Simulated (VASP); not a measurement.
Wanted: the native input for a VASP 6.6.1 run.

| Item | Value |
| --- | --- |
| Task | relaxation of cell and atoms |
| Functional | PBE |
| Potentials or basis | VASP PAW PBE potentials, release 64 (Os, C) |
| Cutoff | 600 eV |
| k mesh | 8 × 8 × 8 |
| Occupations | gaussian, width 0.1 eV |
| Spin | no spin polarisation |
| Dipole correction | no |
| Further INCAR settings | ALGO = Normal; EDIFF = 1e-06; IBRION = 2; EDIFFG = -0.01; NSW = 100; ISIF = 3 |

The structure of Os4C lies in POSCAR:

```
Os4C
1.0
    0.0000000000      3.9809977546      3.9809977546
    3.9809977546      0.0000000000      3.9809977546
    3.9809977546      3.9809977546      0.0000000000
Os C
4 1
Direct
    0.6115560293      0.1653319120      0.6115560293
    0.6115560293      0.6115560293      0.6115560293
    0.1653319120      0.6115560293      0.6115560293
    0.6115560293      0.6115560293      0.1653319120
    0.7500000000      0.7500000000      0.7500000000
```

The cell was generated, and may not be a known phase.

The input as run:

INCAR

```
PREC = Accurate ; ENCUT = 600
EDIFF = 1E-6 ; ISMEAR = 0
SIGMA = 0.1 ; LREAL = F
LASPH = T ; NELM = 60
ALGO = Normal ; ISIF = 3
LWAVE = F ; LCHARG = F
GGA = PE ; IBRION = 2
NSW = 100 ; EDIFFG = -0.01
```

KPOINTS

```
Automatic mesh
0
Gamma
  8 8 8
```

Potentials or basis: VASP PAW PBE potentials, release 64 (Os, C).

Command:

```sh
$ cat potpaw_PBE.64/Os/POTCAR potpaw_PBE.64/C/POTCAR > POTCAR
$ mpirun -np 1 vasp_std > vasp.out
```

It gave:

| Item | Value |
| --- | --- |
| Relaxed volume | 25.40 Å³/atom |
| Relaxed cell | a = 5.642 Å, b = 5.642 Å, c = 5.642 Å, α = 60.00°, β = 60.00°, γ = 60.00° |
| Space group after relaxing (to 0.1 Å) | F-43m (No. 216) |
| Energy gained by relaxing | 0.9 meV/atom |
| Ionic steps | 3 |
| Pressure after relaxing | 0.0 GPa |
| Largest force after relaxing | 0.003 eV/Å |
| Band gap on the k mesh | zero (bands 18 and 19 overlap by 0.58 eV) |

Caveat: spin-orbit coupling is left out, which moves the levels of the heavy elements.

Wall time 12 min on 1 thread of Intel Xeon 8259CL, with other jobs on the host, peak memory 0.39 GiB.
